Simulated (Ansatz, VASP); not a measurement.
**Cu: VASP beside Ansatz**

File INCAR:

```
SYSTEM = Cu
PREC     = Accurate       ! precision mode
ENCUT    = 520            ! plane-wave cutoff, eV
EDIFF    = 1E-6           ! SCF threshold, eV
ISMEAR   = -1             ! smearing method
SIGMA    = 0.03           ! smearing width, eV
LREAL    = .False.        ! projectors in reciprocal space
LASPH    = .True.         ! aspherical terms in the spheres
NELM     = 80             ! most SCF steps
ALGO     = Normal         ! electronic algorithm
ISIF     = 2              ! what is computed and relaxed
LWAVE    = .False.        ! write WAVECAR
LCHARG   = .False.        ! write CHGCAR
GGA      = PS             ! functional
NBANDS   = 12             ! bands
```

File KPOINTS:

```
Automatic mesh
0
Gamma
  17 17 17
  0 0 0
```

Contents of POSCAR:

```
Cu
1.0
    0.0000000000      1.8075000000      1.8255750000
    1.8075000000      0.0000000000      1.8255750000
    1.8075000000      1.8075000000      0.0000000000
Cu
1
Direct
    0.0000000000      0.0000000000      0.0000000000
```

Input for Ansatz:

```yaml
crystal:
  lattice:
    - [0.0, 1.8075, 1.825575]
    - [1.8075, 0.0, 1.825575]
    - [1.8075, 1.8075, 0.0]
  atoms:
    - { symbol: Cu, position: [0.0, 0.0, 0.0] }
kpoints:
  mp_grid: { grid: [17, 17, 17] }
  band_path:
    path:
      - [0.0, 0.0, 0.0]
      - [0.0, 0.5, 0.5]
      - [0.25, 0.75, 0.5]
      - [0.0, 0.5, 0.0]
      - [0.0, 0.0, 0.0]
      - [0.5, 0.5, 0.0]
      - [0.3725370062, 0.6274629938, 0.0]
      - [-0.3725370062, 0.3725370062, 0.0]
      - [0.0, 0.0, 0.0]
    npoints: 5
scf:
  occupations: { method: fermi_dirac, width: 0.03 }
hamiltonian:
  xc: pbesol
  pseudopotentials: { kind: all_electron, lapw: { basis_error: 0.00025 } }
output:
  forces: true
  stress: true
  eigenvalues: true
```

Change from the starting cell: zz strain of +1 %.

Alike in both runs: task single point; functional PBEsol; k mesh 17 × 17 × 17; occupations fermi-dirac, width 0.03 eV; no spin polarisation.

|  | VASP | Ansatz |
| --- | --- | --- |
| version | VASP 6.6.1 | Ansatz 0.2.0 |
| potentials or method | VASP PAW PBE potentials, release 64 (Cu), cutoff 520 eV | all-electron LAPW, scalar-relativistic |

```tsv
	VASP	Ansatz	Ansatz less VASP
pressure (GPa)	-7.3	-8.0	-0.68
traceless stress, the component that is largest in VASP (GPa)	-0.45	-0.41	+0.045
```

VASP's potentials were made for PBE, not for PBEsol. Ansatz ran all-electron here, and VASP with PAW potentials.
